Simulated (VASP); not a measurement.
# TaF3 (P4/mmm) in VASP: a series of runs

The runs below take TaF3 through single point, with PBE.

Everything below comes from runs of VASP 6.6.1. Logs are shortened: lines on timing, memory, paths and dates and some standing lists are left out, and cuts for length are marked.

### 1 The cell of the first run

It takes space group P4/mmm (No. 123, tetragonal). Conventional cell: a = 3.843 Å, b = 3.843 Å, c = 3.784 Å, α = 90.00°, β = 90.00°, γ = 90.00°. Within 2.5 Å of Ta (site symmetry 4/mmm) lie 6 F at 1.89 to 1.92 Å. Within 2.5 Å of F (site symmetry mmm) lie 2 Ta at 1.92 Å. F (site symmetry 4/mmm) has 2 Ta at 1.89 Å within 2.5 Å.

### 2 Single point, PBE (strain -0.015 along x and y, -0.030 along z)

INCAR reads:

```
ALGO = Normal ; EDIFF = 1E-6
ENCUT = 520 ; GGA = PE
ISIF = 2 ; ISMEAR = 0
LASPH = T ; LCHARG = F
LREAL = F ; LWAVE = F
NBANDS = 24 ; NELM = 60
PREC = Accurate ; SIGMA = 0.15
```

KPOINTS reads:

```
k-points
0
Gamma
  12 12 12
```

POSCAR reads:

```
TaF3
1.0
    3.8426820000      0.0000000000      0.0000000000
    0.0000000000      3.8426820000      0.0000000000
    0.0000000000      0.0000000000      3.7841640000
Ta F
1 3
Direct
    0.0000000000      0.0000000000      0.0000000000
    0.5000000000      0.0000000000      0.0000000000
    0.0000000000      0.5000000000      0.0000000000
    0.0000000000      0.0000000000      0.5000000000
```

Potentials or basis: VASP PAW PBE potentials, release 64 (Ta_pv, F).

On the command line:

```
$ cat potpaw_PBE.64/Ta_pv/POTCAR potpaw_PBE.64/F/POTCAR > POTCAR
$ mpirun -np 1 vasp_std > vasp.out
```

OUTCAR:

```text
EDIFF = 1E-6
   ENCUT = 520
   GGA = PE
   ISIF = 2
   ISMEAR = 0
   LASPH = T
   LREAL = F
   NELM = 60
   PREC = Accurate

 ion  position               nearest neighbor table
   1  0.000  0.000  0.000-   4 1.89   4 1.89   2 1.92   3 1.92   3 1.92   2 1.92
   2  0.500  0.000  0.000-   1 1.92   1 1.92
   3  0.000  0.500  0.000-   1 1.92   1 1.92
   4  0.000  0.000  0.500-   1 1.89   1 1.89

  LATTYP: Found a simple tetragonal cell.
 ALAT       =     3.8426820000
 C/A-ratio  =     0.9847715736

  Lattice vectors:

 A1 = (   3.8426820000,   0.0000000000,   0.0000000000)
 A2 = (   0.0000000000,   3.8426820000,   0.0000000000)
 A3 = (   0.0000000000,   0.0000000000,   3.7841640000)

Analysis of symmetry for initial positions (statically):
=====================================================================
 Subroutine PRICEL returns:
 Original cell was already a primitive cell.

 Routine SETGRP: Setting up the symmetry group for a
 simple tetragonal supercell.

 Subroutine GETGRP returns: Found 16 space group operations
 (whereof 16 operations were pure point group operations)
 out of a pool of 16 trial point group operations.

The static configuration has the point symmetry D_4h.

Analysis of symmetry for dynamics (positions and initial velocities):
=====================================================================
 Subroutine PRICEL returns:
 Original cell was already a primitive cell.

 Routine SETGRP: Setting up the symmetry group for a
 simple tetragonal supercell.

 Subroutine GETGRP returns: Found 16 space group operations
 (whereof 16 operations were pure point group operations)
 out of a pool of 16 trial point group operations.

The dynamic configuration has the point symmetry D_4h.

 Subroutine INISYM returns: Found 16 space group operations
 (whereof 16 operations are pure point group operations),
 and found     1 'primitive' translations

----------------------------------------------------------------------------------------

                                     Primitive cell

  volume of cell :      55.8777

  direct lattice vectors                    reciprocal lattice vectors
     3.842682000  0.000000000  0.000000000     0.260234909  0.000000000  0.000000000
     0.000000000  3.842682000  0.000000000     0.000000000  0.260234909  0.000000000
     0.000000000  0.000000000  3.784164000     0.000000000  0.000000000  0.264259160

  length of vectors
     3.842682000  3.842682000  3.784164000     0.260234909  0.260234909  0.264259160

  position of ions in fractional coordinates (direct lattice)
     0.000000000  0.000000000  0.000000000
     0.500000000  0.000000000  0.000000000
     0.000000000  0.500000000  0.000000000
     0.000000000  0.000000000  0.500000000

  ion indices of the primitive-cell ions
   primitive index   ion index
                 1           1
                 2           2
                 3           3
                 4           4

----------------------------------------------------------------------------------------

 KPOINTS: k-points

Automatic generation of k-mesh.
 Grid dimensions read from file:
 generate k-points for:   12   12   12

 Generating k-lattice:

  Cartesian coordinates                     Fractional coordinates (reciprocal lattice)
     0.021686242  0.000000000  0.000000000     0.083333333  0.000000000  0.000000000
     0.000000000  0.021686242  0.000000000     0.000000000  0.083333333  0.000000000
     0.000000000  0.000000000  0.022021597     0.000000000  0.000000000  0.083333333

  Length of vectors
     0.021686242  0.021686242  0.022021597

  Shift w.r.t. Gamma in fractional coordinates (k-lattice)
     0.000000000  0.000000000  0.000000000

 Subroutine IBZKPT returns following result:
 ===========================================

 Found    196 irreducible k-points:

 Following reciprocal coordinates:
            Coordinates               Weight
  0.000000  0.000000  0.000000      1.000000
  0.083333  0.000000  0.000000      4.000000
  0.166667  0.000000  0.000000      4.000000
  0.250000  0.000000  0.000000      4.000000
  0.333333  0.000000  0.000000      4.000000
  0.416667  0.000000  0.000000      4.000000
[... 16 lines left out ...]
  0.333333  0.333333  0.000000      4.000000
  0.416667  0.333333  0.000000      8.000000
 [... further k-points ...]
   k-points           NKPTS =    196   k-points in BZ     NKDIM =    196   number of bands    NBANDS=     24
   number of dos      NEDOS =    301   number of ions     NIONS =      4
   total plane-waves  NPLWV =  25200
   dimension x,y,z NGX =    30 NGY =   30 NGZ =   28
   dimension x,y,z NGXF=    60 NGYF=   60 NGZF=   56
   ions per type =               1   3
   NGX,Y,Z   is equivalent  to a cutoff of  12.98, 12.98, 12.30 a.u.
   NGXF,Y,Z  is equivalent  to a cutoff of  25.96, 25.96, 24.60 a.u.
 SYSTEM =  unknown system
   PREC   = accura    normal or accurate (medium, high low for compatibility)
   ISTART =      0    job   : 0-new  1-cont  2-samecut
   ICHARG =      2    charge: 1-file 2-atom 10-const
   ISPIN  =      1    spin polarized calculation?
   LNONCOLLINEAR =      F non collinear calculations
   LSORBIT =      F    spin-orbit coupling
   LASPH  =      T    aspherical Exc in radial PAW
   ENCUT  =  520.0 eV  38.22 Ry    6.18 a.u.   7.14  7.14  7.04*2*pi/ulx,y,z
   NELM   =     60;   NELMIN=  2; NELMDL= -5     # of ELM steps
   EDIFF  = 0.1E-05   stopping-criterion for ELM
   LREAL  =      F    real-space projection
   EDIFFG = 0.1E-04   stopping-criterion for IOM
   NSW    =      0    number of steps for IOM
   IBRION =     -1    ionic relax: 0-MD 1-quasi-New 2-CG
   NFREE  =      0    steps in history (QN), initial steepest desc. (CG)
   ISIF   =      2    stress and relaxation
   ISYM   =      2    0-nonsym 1-usesym 2-fastsym
   POTIM  = 0.5000    time-step for ionic-motion
   TEBEG  =    0.0;   TEEND  =   0.0 temperature during run
   PSTRESS=    0.0 pullay stress
   NELECT =      32.0000    total number of electrons
   NUPDOWN=      -1.0000    fix difference up-down
   EMIN   =  10.00;   EMAX   =-10.00  energy-range for DOS
   EFERMI =   0.00;   METHOD = LEGACY
   ISMEAR =     0;   SIGMA  =   0.15  broadening in eV -4-tet -1-fermi 0-gaus
   EFERMI_NEDOS =   21; number of points for ismear=-14 and -15
   IALGO  =     38    algorithm
   IMIX   =      4    mixing-type and parameters
     AMIX     =   0.40;   BMIX     =  1.00
     AMIX_MAG =   1.60;   BMIX_MAG =  1.00
  volume/ion in A,a.u.               =      13.97        94.27
  Fermi-wavevector in a.u.,A,eV,Ry     =   1.359498  2.569079 25.146758  1.848235
  Thomas-Fermi vector in A             =   2.486241
   LORBIT       =      0    0 simple, 1 ext, 2 COOP (PROOUT), +10 PAW based schemes
   GGA     = PE    functional components
   LHFCALC =     F    Hartree Fock is set to
   AEXX    =    0.0000 exact exchange contribution
   IVDW    =     0    specifies the selected vdW correction
   LEPSILON=     F    determine dielectric tensor
   LRPA    =     F    only Hartree local field effects (RPA)
 non-spin polarized calculation
 Gauss-broadening in eV      SIGMA  =   0.15
  energy-cutoff  :      520.00
  volume of cell :       55.88
 maximum number of plane-waves:      1522
 NGX is ok and might be reduce to    30
   NGX = 15   NGY = 15   NGZ = 15

 number of electron      32.0000027 magnetization

 Free energy of the ion-electron system (eV)
  ---------------------------------------------------
  ext. energy  EPLUGINS =         0.00000000
  ---------------------------------------------------
  free energy    TOTEN  =       -25.29048340 eV

  energy without entropy =      -25.26263357  energy(sigma->0) =      -25.27655849

 E-fermi :   5.6153     XC(G=0):  -9.3493

 val. band max:        5.6079332529   @ k =   0.3333   0.0000   0.2500
 cond. band min:       5.6238648883   @ k =   0.4167   0.1667   0.2500
 fundamental gap:      0.0159316354
 Fermi energy:         5.6153322149

 k-point     1 :       0.0000    0.0000    0.0000
  band No.  band energies     occupation
      1     -31.6072      2.00000
      2     -31.5187      2.00000
      3     -31.5187      2.00000
      4     -24.1059      2.00000
      5     -23.7245      2.00000
      6     -23.5838      2.00000
[... 16 lines left out ...]
     23      14.1984      0.00000
     24      15.1406      0.00000

 k-point     2 :       0.0833    0.0000    0.0000
  band No.  band energies     occupation
      1     -31.6067      2.00000
      2     -31.5537      2.00000
      3     -31.5181      2.00000
      4     -24.0941      2.00000
      5     -23.6957      2.00000
      6     -23.5271      2.00000
[... 16 lines left out ...]
     23      14.2498      0.00000
     24      14.9624      0.00000

 k-point     3 :       0.1667    0.0000    0.0000
  band No.  band energies     occupation
      1     -31.6464      2.00000
      2     -31.6053      2.00000
      3     -31.5168      2.00000
      4     -24.0753      2.00000
      5     -23.6699      2.00000
      6     -23.3071      2.00000
[... 16 lines left out ...]
     23      14.4340      0.00000
     24      15.1246      0.00000

 k-point     4 :       0.2500    0.0000    0.0000
  band No.  band energies     occupation
      1     -31.7669      2.00000
      2     -31.6034      2.00000
      3     -31.5149      2.00000
      4     -24.0620      2.00000
      5     -23.6608      2.00000
      6     -22.9634      2.00000
[... 16 lines left out ...]
     23      14.7049      0.00000
     24      15.4411      0.00000

 k-point     5 :       0.3333    0.0000    0.0000
  band No.  band energies     occupation
      1     -31.8811      2.00000
      2     -31.6016      2.00000
      3     -31.5130      2.00000
      4     -24.0540      2.00000
      5     -23.6563      2.00000
      6     -22.6005      2.00000
[... 16 lines left out ...]
     23      15.0022      0.00000
     24      15.8145      0.00000

 k-point     6 :       0.4167    0.0000    0.0000
  band No.  band energies     occupation
      1     -31.9611      2.00000
      2     -31.6002      2.00000
      3     -31.5116      2.00000
      4     -24.0494      2.00000
      5     -23.6538      2.00000
      6     -22.3245      2.00000
[... 16 lines left out ...]
     23      15.2401      0.00000
     24      16.3180      0.00000
[... 379 lines left out ...]
 k-point    21 :       0.4167    0.2500    0.0000
  band No.  band energies     occupation
      1     -31.9569      2.00000
      2     -31.7593      2.00000
      3     -31.5965      2.00000
      4     -24.0180      2.00000
      5     -22.9641      2.00000
      6     -22.3210      2.00000
[... 16 lines left out ...]
     23      13.1125      0.00000
     24      15.0934      0.00000

 k-point    22 :       0.5000    0.2500    0.0000
  band No.  band energies     occupation
      1     -31.9854      2.00000
      2     -31.7587      2.00000
      3     -31.5960      2.00000
      4     -24.0168      2.00000
      5     -22.9628      2.00000
      6     -22.2178      2.00000
[... 16 lines left out ...]
     23      13.4356      0.00000
     24      14.7681      0.00000

 k-point    23 :       0.3333    0.3333    0.0000
  band No.  band energies     occupation
      1     -31.8758      2.00000
      2     -31.8738      2.00000
      3     -31.5960      2.00000
      4     -24.0154      2.00000
      5     -22.6252      2.00000
      6     -22.5696      2.00000
[... 16 lines left out ...]
     23      12.6152      0.00000
     24      15.0504      0.00000

 k-point    24 :       0.4167    0.3333    0.0000
  band No.  band energies     occupation
      1     -31.9547      2.00000
      2     -31.8733      2.00000
      3     -31.5947      2.00000
      4     -24.0122      2.00000
      5     -22.5969      2.00000
      6     -22.3190      2.00000
[... 16 lines left out ...]
     23      12.9305      0.00000
     24      14.4794      0.00000

 [... further k-points ...]

------------------------ aborting loop because EDIFF is reached ----------------------------------------

  FORCE on cell =-STRESS in cart. coord.  units (eV):
  Direction    XX          YY          ZZ          XY          YZ          ZX
  --------------------------------------------------------------------------------------
  -------------------------------------------------------------------------------------
  Total       13.2013469     13.2013469     16.2216233      0.0000000     -0.0000000      0.0000000
  in kB      378.5210034    378.5210034    465.1211121      0.0000000     -0.0000000      0.0000000
  external PRESSURE =     407.3877063 kB  Pullay stress =       0.0000000 kB

 VOLUME and BASIS-vectors are now :
 -----------------------------------------------------------------------------
  energy-cutoff  :      520.00
  volume of cell :       55.88
      direct lattice vectors                 reciprocal lattice vectors
     3.842682000  0.000000000  0.000000000     0.260234909  0.000000000  0.000000000
     0.000000000  3.842682000  0.000000000     0.000000000  0.260234909  0.000000000
     0.000000000  0.000000000  3.784164000     0.000000000  0.000000000  0.264259160

 POSITION                                       TOTAL-FORCE (eV/Angst)
 -----------------------------------------------------------------------------------
      0.00000      0.00000      0.00000         0.000000      0.000000      0.000000
      1.92134      0.00000      0.00000         0.000000      0.000000      0.000000
      0.00000      1.92134      0.00000         0.000000      0.000000      0.000000
      0.00000      0.00000      1.89208         0.000000      0.000000      0.000000
 -----------------------------------------------------------------------------------
    total drift:                                0.000000      0.000000      0.000000

  FREE ENERGIE OF THE ION-ELECTRON SYSTEM (eV)
  ---------------------------------------------------
  free  energy   TOTEN  =       -25.2904834044 eV

  energy  without entropy=      -25.2626335715  energy(sigma->0) =      -25.27655849
```

Wall time 4.1 min (1 thread of Intel Xeon 8259CL, shared host); peak memory 0.33 GiB.

What came out:

```yaml
Free_energy: -25.2905 eV
Pressure: 40.7 GPa
Band_gap_on_the_k_mesh: zero (bands 16 and 17 overlap by 3.31 eV)
```

Caveat: the cell differs from its parent crystal (strain -0.015 along x and y, -0.030 along z); the cell stands under pressure; spin-orbit coupling is left out, which moves the levels of the heavy elements.

### 3 Single point, PBE (strain -0.030 along x and y, +0.015 along z)

INCAR reads:

```
PREC     = Accurate       # precision mode
ENCUT    = 520            # plane-wave cutoff, eV
EDIFF    = 1E-6           # SCF threshold, eV
ISMEAR   = 0              # smearing method
SIGMA    = 0.15           # smearing width, eV
LREAL    = F              # projectors in reciprocal space
LASPH    = T              # aspherical terms in the spheres
NELM     = 60             # most SCF steps
ALGO     = Normal         # electronic algorithm
ISIF     = 2              # what is computed and relaxed
LWAVE    = F              # write WAVECAR
LCHARG   = T              # write CHGCAR
GGA      = PE             # functional
LELF     = T              # ELF
LVHAR    = T            
NBANDS   = 24             # bands
```

KPOINTS reads:

```
Automatic mesh
0
Gamma
  12 12 12
```

POSCAR reads:

```
TaF3
1.0
    3.7841640000      0.0000000000      0.0000000000
    0.0000000000      3.7841640000      0.0000000000
    0.0000000000      0.0000000000      3.9597180000
Ta F
1 3
Direct
    0.0000000000      0.0000000000      0.0000000000
    0.5000000000      0.0000000000      0.0000000000
    0.0000000000      0.5000000000      0.0000000000
    0.0000000000      0.0000000000      0.5000000000
```

Potentials or basis: VASP PAW PBE potentials, release 64 (Ta_pv, F).

On the command line:

```
$ cat potpaw_PBE.64/Ta_pv/POTCAR potpaw_PBE.64/F/POTCAR > POTCAR
$ mpirun -np 1 vasp_std > vasp.out
```

It took 3.7 min on 1 thread of Intel Xeon 8259CL, shared host; peak memory 0.33 GiB.

It converged, with:

```
Free energy            : -25.3847 eV
Pressure               : 37.7 GPa
Band gap on the k mesh : zero (bands 16 and 17 overlap by 3.20 eV)
```

Stress tensor (GPa, compression positive):
```
45.18  0.00  0.00
 0.00 45.18  0.00
 0.00  0.00 22.66
```

Levels at points of the mesh, in eV from the Fermi level:
| k point | band 14 | band 15 | band 16 | band 17 | band 18 | band 19 |
| --- | --- | --- | --- | --- | --- | --- |
| (0.00, 0.00, 0.00) | -9.14 | -9.14 | -1.37 | -1.33 | -1.33 | -0.65 |
| (0.50, 0.00, 0.00) | -9.43 | -9.13 | -1.21 | 0.54 | 0.56 | 2.07 |
| (0.50, 0.50, 0.00) | -9.48 | -9.07 | 0.71 | 0.71 | 1.82 | 3.02 |
| (0.00, 0.00, 0.50) | -9.69 | -9.69 | -1.30 | 0.17 | 0.17 | 2.14 |
| (0.50, 0.00, 0.50) | -9.77 | -8.71 | 0.29 | 0.63 | 1.52 | 4.04 |
| (0.50, 0.50, 0.50) | -8.70 | -8.70 | 1.88 | 1.88 | 2.15 | 3.43 |

Caveat: the cell differs from its parent crystal (strain -0.030 along x and y, +0.015 along z); the cell stands under pressure; spin-orbit coupling is left out, which moves the levels of the heavy elements.
